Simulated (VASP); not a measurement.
InSe:

```
In Se
1.0
     2.01056    1.16080    8.41067
    -2.01056    1.16080    8.41067
     0.00000   -2.32159    8.41067
In Se
2 2
Cartesian
  0.0000 0.0000 0.0120
  0.0000 0.0000 2.7975
  0.0000 0.0000 15.5671
  0.0000 0.0000 20.8844
```

Base run:

```yaml
Program: VASP 6.6.1
Functional: PBE
Potentials_or_basis: VASP PAW PBE potentials, release 64 (In_d, Se)
Cutoff: 520 eV
k_mesh: 8 × 8 × 8
Occupations: gaussian, width 0.01 eV
Spin: no spin polarisation
```

Its results: band gap on the k mesh 0.39 eV; pressure 2.5 GPa; largest force 0.211 eV/Å.

The run is repeated on the same cell with these changes: functional from PBE to r2SCAN; further incar settings from ALGO = Normal; EDIFF = 1e-06; NBANDS = 27 to ALGO = Normal; EDIFF = 1e-07; NBANDS = 27. What comes out?

Band gap on the k mesh 0.81 eV; pressure 0.8 GPa; largest force 0.014 eV/Å.

Caveats: spin-orbit coupling is left out, which moves the levels of the heavy elements; the PAW data sets were made with another functional, which shifts forces and pressure a little (at least some runs).

A k mesh can miss the band edges.
